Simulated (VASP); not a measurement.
**HgTe: vibrations by perturbation theory with PBEsol**

HgTe:

```xyz
2
Lattice="-3.0456 3.0456 1.5594 3.0456 -3.0456 1.5594 3.0456 3.0456 -1.5594" Properties=species:S:1:pos:R:3 pbc="T T T"
Hg    3.0456    0.0000    0.7797
Te    0.0000    0.0000    0.0000
```

```json
{
  "Program": "VASP 6.6.1",
  "Task": "vibrations by perturbation theory",
  "Functional": "PBEsol",
  "Potentials or basis": "VASP PAW PBE potentials, release 64 (Hg, Te)",
  "Cutoff": "520 eV",
  "k mesh": "6 × 6 × 6",
  "Occupations": "methfessel-paxton, width 0.1 eV",
  "Spin": "no spin polarisation",
  "Dipole correction": "no",
  "Further INCAR settings": "ALGO = Normal; EDIFF = 1e-08; IBRION = 8; NSW = 1"
}
```

```
Highest phonon frequency at Γ, LO-TO splitting left out : 77 cm⁻¹
```

Phonon frequencies in cm⁻¹ (negative: imaginary):
| q point | frequencies |
| --- | --- |
| (0.000, 0.000, 0.000) | -15 0 0 0 77 77 |

Run time: 2.8 min on 1 thread of Intel(R) Xeon(R) Platinum 8559C (Emerald Rapids), on a shared host, peak memory 0.36 GiB.

Caveat: the k points lie up to 0.38 Å⁻¹ apart; the cell wasn't relaxed at this level first, which shifts response properties; some modes are imaginary.
